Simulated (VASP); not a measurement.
A run of VASP 6.6.1 is set up as follows.

The input INCAR:

```
SYSTEM = Ir
PREC = Accurate ; ENCUT = 500
EDIFF = 1E-6 ; ISMEAR = -1
SIGMA = 0.05 ; LREAL = .FALSE.
LASPH = .TRUE. ; NELM = 120
ALGO = Normal ; ISIF = 2
LWAVE = .FALSE. ; LCHARG = .FALSE.
GGA = PE ; NBANDS = 10
GGA_COMPAT = .FALSE.
```

KPOINTS

```
regular mesh
0
G
  5 5 5
  0 0 0
```

Contents of POSCAR:

```
Ir
1.0
    0.0000000000      1.9156000000      1.9156000000
    1.9156000000      0.0000000000      1.9156000000
    1.9156000000      1.9156000000      0.0000000000
Ir
1
Direct
    0.0000000000      0.0000000000      0.0000000000
```

Potentials or basis: VASP PAW PBE potentials, release 64 (Ir).

The run is started by

```sh
$ cat potpaw_PBE.64/Ir/POTCAR > POTCAR
$ mpirun -np 1 vasp_std > vasp.out
```

**Question.** Estimate the pressure.

**Answer.** 16.7 GPa.

Caveat: the k points lie up to 0.57 Å⁻¹ apart.
